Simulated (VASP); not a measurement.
# Cd2O3 (Pn-3m) in VASP: notebook

Cd2O3 is run at these levels: PBE; tasks: single point.

All numbers are computed with VASP 6.6.1; they aren't measurements. Logs are shortened: lines on timing, memory, paths and dates and some standing lists are left out, and cuts for length are marked.

## 1. The cell of the first run

Symmetry: Pn-3m, No. 224, cubic system. The conventional cell has a = 5.164 Å, b = 5.164 Å, c = 5.164 Å, α = 90.00°, β = 90.00°, γ = 90.00°. Within 3.0 Å of Cd (site symmetry -3m) lie 6 O at 2.24 Å. O (site symmetry -42m) has 4 Cd at 2.24 Å and 4 O at 2.58 Å within 3.0 Å.

## 2. Single point, PBE

The input, INCAR:

```
PREC = Accurate
ENCUT = 520
EDIFF = 1E-6
ISMEAR = -1
SIGMA = 0.06122561905347299
LREAL = F
LASPH = T
NELM = 60
ALGO = Normal
ISIF = 2
LWAVE = F
LCHARG = F
GGA = PE
NBANDS = 53
```

The input, KPOINTS:

```
Automatic mesh
0
Gamma
  11 11 11
```

The input, POSCAR:

```
Cd2O3
1.0
    5.1640535607      0.0000000000      0.0000000000
    0.0000000000      5.1640535607      0.0000000000
    0.0000000000      0.0000000000      5.1640535607
Cd O
4 6
Direct
    0.2500000000      0.2500000000      0.2500000000
    0.7500000000      0.7500000000      0.2500000000
    0.7500000000      0.2500000000      0.7500000000
    0.2500000000      0.7500000000      0.7500000000
    0.5000000000      0.0000000000      0.0000000000
    0.0000000000      0.5000000000      0.0000000000
    0.0000000000      0.0000000000      0.5000000000
    0.5000000000      0.5000000000      0.0000000000
    0.5000000000      0.0000000000      0.5000000000
    0.0000000000      0.5000000000      0.5000000000
```

Potentials or basis: VASP PAW PBE potentials, release 64 (Cd, O).

Launch:

```console
$ cat potpaw_PBE.64/Cd/POTCAR potpaw_PBE.64/O/POTCAR > POTCAR
$ mpirun -np 1 vasp_std > vasp.out
```

OUTCAR:

```text
PREC = Accurate
   ENCUT = 520
   EDIFF = 1E-6
   ISMEAR = -1
   LREAL = F
   LASPH = T
   NELM = 60
   ISIF = 2
   GGA = PE

 ion  position               nearest neighbor table
   1  0.250  0.250  0.250-   5 2.24   6 2.24   7 2.24   8 2.24   9 2.24  10 2.24   2 3.65   3 3.65
                             4 3.65   3 3.65   4 3.65   2 3.65   4 3.65   4 3.65   2 3.65   3 3.65
   2  0.750  0.750  0.250-   5 2.24   6 2.24   7 2.24   8 2.24   9 2.24  10 2.24   1 3.65   3 3.65
                             4 3.65   3 3.65   4 3.65   1 3.65   3 3.65   3 3.65   1 3.65   4 3.65
   3  0.750  0.250  0.750-   5 2.24   6 2.24   7 2.24   8 2.24   9 2.24  10 2.24   1 3.65   2 3.65
                             4 3.65   1 3.65   2 3.65   2 3.65   4 3.65   2 3.65   1 3.65   4 3.65
   4  0.250  0.750  0.750-   5 2.24   6 2.24   7 2.24   8 2.24   9 2.24  10 2.24   1 3.65   2 3.65
                             3 3.65   1 3.65   2 3.65   1 3.65   3 3.65   1 3.65   2 3.65   3 3.65
   5  0.500  0.000  0.000-   1 2.24   2 2.24   3 2.24   4 2.24
   6  0.000  0.500  0.000-   1 2.24   2 2.24   3 2.24   4 2.24
   7  0.000  0.000  0.500-   1 2.24   2 2.24   3 2.24   4 2.24
   8  0.500  0.500  0.000-   1 2.24   2 2.24   3 2.24   4 2.24
   9  0.500  0.000  0.500-   1 2.24   2 2.24   3 2.24   4 2.24
  10  0.000  0.500  0.500-   1 2.24   2 2.24   3 2.24   4 2.24

  LATTYP: Found a simple cubic cell.
 ALAT       =     5.1640535607

  Lattice vectors:

 A1 = (   5.1640535607,   0.0000000000,   0.0000000000)
 A2 = (   0.0000000000,   5.1640535607,   0.0000000000)
 A3 = (   0.0000000000,   0.0000000000,   5.1640535607)

Analysis of symmetry for initial positions (statically):
=====================================================================
 Subroutine PRICEL returns:
 Original cell was already a primitive cell.

 Routine SETGRP: Setting up the symmetry group for a
 simple cubic supercell.

 Subroutine GETGRP returns: Found 48 space group operations
 (whereof 24 operations were pure point group operations)
 out of a pool of 48 trial point group operations.

The static configuration has the point symmetry T_d .
 The point group associated with its full space group is O_h .

Analysis of symmetry for dynamics (positions and initial velocities):
=====================================================================
 Subroutine PRICEL returns:
 Original cell was already a primitive cell.

 Routine SETGRP: Setting up the symmetry group for a
 simple cubic supercell.

 Subroutine GETGRP returns: Found 48 space group operations
 (whereof 24 operations were pure point group operations)
 out of a pool of 48 trial point group operations.

The dynamic configuration has the point symmetry T_d .
 The point group associated with its full space group is O_h .

 Subroutine INISYM returns: Found 48 space group operations
 (whereof 24 operations are pure point group operations),
 and found     1 'primitive' translations

----------------------------------------------------------------------------------------

                                     Primitive cell

  volume of cell :     137.7121

  direct lattice vectors                    reciprocal lattice vectors
     5.164053561  0.000000000  0.000000000     0.193646326  0.000000000  0.000000000
     0.000000000  5.164053561  0.000000000     0.000000000  0.193646326  0.000000000
     0.000000000  0.000000000  5.164053561     0.000000000  0.000000000  0.193646326

  length of vectors
     5.164053561  5.164053561  5.164053561     0.193646326  0.193646326  0.193646326

  position of ions in fractional coordinates (direct lattice)
     0.250000000  0.250000000  0.250000000
     0.750000000  0.750000000  0.250000000
     0.750000000  0.250000000  0.750000000
     0.250000000  0.750000000  0.750000000
     0.500000000  0.000000000  0.000000000
     0.000000000  0.500000000  0.000000000
     0.000000000  0.000000000  0.500000000
     0.500000000  0.500000000  0.000000000
     0.500000000  0.000000000  0.500000000
     0.000000000  0.500000000  0.500000000

  ion indices of the primitive-cell ions
   primitive index   ion index
                 1           1
                 2           2
                 3           3
                 4           4
                 5           5
                 6           6
                 7           7
                 8           8
                 9           9
                10          10

----------------------------------------------------------------------------------------

 KPOINTS: Automatic mesh

Automatic generation of k-mesh.
 Grid dimensions read from file:
 generate k-points for:   11   11   11

 Generating k-lattice:

  Cartesian coordinates                     Fractional coordinates (reciprocal lattice)
     0.017604211  0.000000000  0.000000000     0.090909091  0.000000000  0.000000000
     0.000000000  0.017604211  0.000000000     0.000000000  0.090909091  0.000000000
     0.000000000  0.000000000  0.017604211     0.000000000  0.000000000  0.090909091

  Length of vectors
     0.017604211  0.017604211  0.017604211

  Shift w.r.t. Gamma in fractional coordinates (k-lattice)
     0.000000000  0.000000000  0.000000000

 Subroutine IBZKPT returns following result:
 ===========================================

 Found     56 irreducible k-points:

 Following reciprocal coordinates:
            Coordinates               Weight
  0.000000  0.000000  0.000000      1.000000
  0.090909  0.000000  0.000000      6.000000
  0.181818  0.000000  0.000000      6.000000
  0.272727  0.000000  0.000000      6.000000
  0.363636  0.000000  0.000000      6.000000
  0.454545  0.000000  0.000000      6.000000
[... 16 lines left out ...]
  0.181818  0.090909  0.090909     24.000000
  0.272727  0.090909  0.090909     24.000000
 [... further k-points ...]
   k-points           NKPTS =     56   k-points in BZ     NKDIM =     56   number of bands    NBANDS=     53
   number of dos      NEDOS =    301   number of ions     NIONS =     10
   total plane-waves  NPLWV =  64000
   dimension x,y,z NGX =    40 NGY =   40 NGZ =   40
   dimension x,y,z NGXF=    80 NGYF=   80 NGZF=   80
   ions per type =               4   6
   NGX,Y,Z   is equivalent  to a cutoff of  12.88, 12.88, 12.88 a.u.
   NGXF,Y,Z  is equivalent  to a cutoff of  25.75, 25.75, 25.75 a.u.
 SYSTEM =  unknown system
   PREC   = accura    normal or accurate (medium, high low for compatibility)
   ISTART =      0    job   : 0-new  1-cont  2-samecut
   ICHARG =      2    charge: 1-file 2-atom 10-const
   ISPIN  =      1    spin polarized calculation?
   LNONCOLLINEAR =      F non collinear calculations
   LSORBIT =      F    spin-orbit coupling
   LASPH  =      T    aspherical Exc in radial PAW
   ENCUT  =  520.0 eV  38.22 Ry    6.18 a.u.   9.60  9.60  9.60*2*pi/ulx,y,z
   NELM   =     60;   NELMIN=  2; NELMDL= -5     # of ELM steps
   EDIFF  = 0.1E-05   stopping-criterion for ELM
   LREAL  =      F    real-space projection
   EDIFFG = 0.1E-04   stopping-criterion for IOM
   NSW    =      0    number of steps for IOM
   IBRION =     -1    ionic relax: 0-MD 1-quasi-New 2-CG
   NFREE  =      0    steps in history (QN), initial steepest desc. (CG)
   ISIF   =      2    stress and relaxation
   ISYM   =      2    0-nonsym 1-usesym 2-fastsym
   POTIM  = 0.5000    time-step for ionic-motion
   TEBEG  =    0.0;   TEEND  =   0.0 temperature during run
   PSTRESS=    0.0 pullay stress
   NELECT =      84.0000    total number of electrons
   NUPDOWN=      -1.0000    fix difference up-down
   EMIN   =  10.00;   EMAX   =-10.00  energy-range for DOS
   EFERMI =   0.00;   METHOD = LEGACY
   ISMEAR =    -1;   SIGMA  =   0.06  broadening in eV -4-tet -1-fermi 0-gaus
   EFERMI_NEDOS =   21; number of points for ismear=-14 and -15
   IALGO  =     38    algorithm
   IMIX   =      4    mixing-type and parameters
     AMIX     =   0.40;   BMIX     =  1.00
     AMIX_MAG =   1.60;   BMIX_MAG =  1.00
  volume/ion in A,a.u.               =      13.77        92.93
  Fermi-wavevector in a.u.,A,eV,Ry     =   1.388387  2.623671 26.226839  1.927618
  Thomas-Fermi vector in A             =   2.512518
   LORBIT       =      0    0 simple, 1 ext, 2 COOP (PROOUT), +10 PAW based schemes
   GGA     = PE    functional components
   LHFCALC =     F    Hartree Fock is set to
   AEXX    =    0.0000 exact exchange contribution
   IVDW    =     0    specifies the selected vdW correction
   LEPSILON=     F    determine dielectric tensor
   LRPA    =     F    only Hartree local field effects (RPA)
 non-spin polarized calculation
  energy-cutoff  :      520.00
  volume of cell :      137.71
 maximum number of plane-waves:      3751
 NGX is ok and might be reduce to    40
   NGX = 19   NGY = 19   NGZ = 19

 number of electron      84.0000018 magnetization

 Free energy of the ion-electron system (eV)
  ---------------------------------------------------
  ext. energy  EPLUGINS =         0.00000000
  ---------------------------------------------------
  free energy    TOTEN  =       -36.33904622 eV

  energy without entropy =      -36.20416526  energy(sigma->0) =      -36.27160574

 E-fermi :   0.9647     XC(G=0): -10.6530

 val. band max:        0.9632848527   @ k =   0.2727   0.1818   0.0000
 cond. band min:       0.9720949328   @ k =   0.4545   0.1818   0.1818
 fundamental gap:      0.0088100801
 Fermi energy:         0.9647073668

 k-point     1 :       0.0000    0.0000    0.0000
  band No.  band energies     occupation
      1     -17.0242      2.00000
      2     -16.1564      2.00000
      3     -16.1564      2.00000
      4     -15.6567      2.00000
      5     -15.6567      2.00000
      6     -15.0064      2.00000
[... 45 lines left out ...]
     52      11.2092      0.00000
     53      11.4460      0.00000
[... 1286 lines left out ...]
     52      10.2106      0.00000
     53      10.9236      0.00000

 [... further k-points ...]

------------------------ aborting loop because EDIFF is reached ----------------------------------------

  FORCE on cell =-STRESS in cart. coord.  units (eV):
  Direction    XX          YY          ZZ          XY          YZ          ZX
  --------------------------------------------------------------------------------------
  -------------------------------------------------------------------------------------
  Total        7.4336385      7.4336385      7.4336385      0.0000000     -0.0000000      0.0000000
  in kB       86.4848045     86.4848045     86.4848045      0.0000000     -0.0000000      0.0000000
  external PRESSURE =      86.4848045 kB  Pullay stress =       0.0000000 kB

 VOLUME and BASIS-vectors are now :
 -----------------------------------------------------------------------------
  energy-cutoff  :      520.00
  volume of cell :      137.71
      direct lattice vectors                 reciprocal lattice vectors
     5.164053561  0.000000000  0.000000000     0.193646326  0.000000000  0.000000000
     0.000000000  5.164053561  0.000000000     0.000000000  0.193646326  0.000000000
     0.000000000  0.000000000  5.164053561     0.000000000  0.000000000  0.193646326

 POSITION                                       TOTAL-FORCE (eV/Angst)
 -----------------------------------------------------------------------------------
      1.29101      1.29101      1.29101         0.000000     -0.000000      0.000000
      3.87304      3.87304      1.29101         0.000000     -0.000000     -0.000000
      3.87304      1.29101      3.87304        -0.000000      0.000000     -0.000000
      1.29101      3.87304      3.87304        -0.000000     -0.000000      0.000000
      2.58203      0.00000      0.00000         0.000000      0.000000      0.000000
      0.00000      2.58203      0.00000        -0.000000      0.000000      0.000000
      0.00000      0.00000      2.58203        -0.000000      0.000000      0.000000
      2.58203      2.58203      0.00000         0.000000      0.000000      0.000000
      2.58203      0.00000      2.58203         0.000000      0.000000      0.000000
      0.00000      2.58203      2.58203        -0.000000      0.000000      0.000000
 -----------------------------------------------------------------------------------
    total drift:                               -0.000000      0.000000     -0.000000

  FREE ENERGIE OF THE ION-ELECTRON SYSTEM (eV)
  ---------------------------------------------------
  free  energy   TOTEN  =       -36.3390462204 eV

  energy  without entropy=      -36.2041652647  energy(sigma->0) =      -36.27160574
```

Run time: 8.3 min. Hardware: 1 thread of AMD EPYC 9755, shared host; peak memory 0.37 GiB.

What came out:

- Free energy: -36.3390 eV
- Pressure: 8.6 GPa
- Band gap on the k mesh: zero (bands 42 and 43 overlap by 0.76 eV)

Caveat: the cell stands under pressure; semilocal functionals underestimate gaps, and a narrow one can read as zero.

## 3. Single point, PBE

This run uses another cell than the first one, of 14.06 Å³/atom.

The input, INCAR:

```
SYSTEM = Cd2O3
PREC = Accurate ; ENCUT = 520
EDIFF = 1E-7 ; ISMEAR = -1
SIGMA = 0.06122561905347299 ; LREAL = .FALSE.
LASPH = .TRUE. ; NELM = 60
ALGO = Normal ; ISIF = 2
LWAVE = .FALSE. ; LCHARG = .FALSE.
GGA = PE ; NBANDS = 53
```

The input, KPOINTS:

```
regular mesh
0
G
  11 11 11
  0 0 0
```

POSCAR, as its differences from that of step 2:

```diff
@@ -2,5 +2,5 @@
 1.0
-    5.1640535607      0.0000000000      0.0000000000
-    0.0000000000      5.1640535607      0.0000000000
-    0.0000000000      0.0000000000      5.1640535607
+    5.2004213333      0.0000000000      0.0000000000
+    0.0000000000      5.2004213333      0.0000000000
+    0.0000000000      0.0000000000      5.2004213333
 Cd O
```

Potentials or basis: VASP PAW PBE potentials, release 64 (Cd, O).

Launch:

```console
$ cat potpaw_PBE.64/Cd/POTCAR potpaw_PBE.64/O/POTCAR > POTCAR
$ mpirun -np 1 vasp_std > vasp.out
```

Wall time 8.9 min (1 thread of AMD EPYC 9755, shared host); peak memory 0.38 GiB.

The run converged. Its results:

```
Free energy            : -36.4742 eV
Pressure               : 5.9 GPa
Band gap on the k mesh : zero (bands 42 and 43 overlap by 0.76 eV)
```

Levels at points of the mesh, in eV from the Fermi level:
```
           k point  band 38  band 39  band 40  band 41  band 42  band 43  band 44  band 45  band 46  band 47
(0.00, 0.00, 0.00)    -0.25    -0.19    -0.19    -0.19     0.54     0.54     0.54     1.35     3.14     7.26
```

Caveat: the cell stands under pressure; semilocal functionals underestimate gaps, and a narrow one can read as zero.
